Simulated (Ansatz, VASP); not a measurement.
## Cu in VASP and in Ansatz

Contents of INCAR:

```
  PREC = Accurate
  ENCUT = 600
  EDIFF = 1E-6
  ISMEAR = -1
  SIGMA = 0.05
  LREAL = F
  LASPH = T
  NELM = 80
  ALGO = Normal
  ISIF = 3
  LWAVE = F
  LCHARG = F
  GGA = PE
  IVDW = 12
  IBRION = 2
  NSW = 80
  EDIFFG = -0.02
```

KPOINTS

```
regular mesh
0
Gamma
  11 11 11
```

POSCAR

```
Cu
1.0
    1.2184636900     -3.9763780104      0.0000000000
    1.2184636900      3.9763780104      0.0000000000
    0.0000000000      0.0000000000      2.4754955235
Cu
2
Direct
    0.8661333500      0.1338666500      0.7500000000
    0.1338666500      0.8661333500      0.2500000000
```

The input input.yaml:

```yaml
crystal:
  lattice:
    - [1.21846369, -3.9763780104, 0.0]
    - [1.21846369, 3.9763780104, 0.0]
    - [0.0, 0.0, 2.4754955235]
  atoms:
    - { symbol: Cu, position: [0.86613335, 0.13386665, 0.75] }
    - { symbol: Cu, position: [0.13386665, 0.86613335, 0.25] }
kpoints:
  mp_grid: { grid: [11, 11, 11] }
scf:
  occupations: { method: fermi_dirac, width: 0.05 }
hamiltonian:
  xc: pbe
  dispersion: d3bj
  pseudopotentials: { kind: all_electron, lapw: { basis_error: 0.001 } }
output:
  forces: true
  stress: true
relax:
  f_tol: 0.02
  max_steps: 60
  cell: {}
```

Alike in both runs: task relaxation of cell and atoms; functional PBE; dispersion D3(BJ); k mesh 11 × 11 × 11; occupations fermi-dirac, width 0.05 eV; no spin polarisation.

|  | VASP | Ansatz |
| --- | --- | --- |
| version | VASP 6.6.1 | Ansatz 0.2.0 |
| potentials or method | VASP PAW PBE potentials, release 64 (Cu), cutoff 600 eV | all-electron LAPW, scalar-relativistic |

```tsv
	VASP	Ansatz	Ansatz less VASP
relaxed volume (Å³/atom)	11.92	11.88	-0.038
relaxed length of the cell vector where the two differ most in proportion (Å)	4.140	4.134	-0.0064
```

Ansatz ran all-electron here, and VASP with PAW potentials.
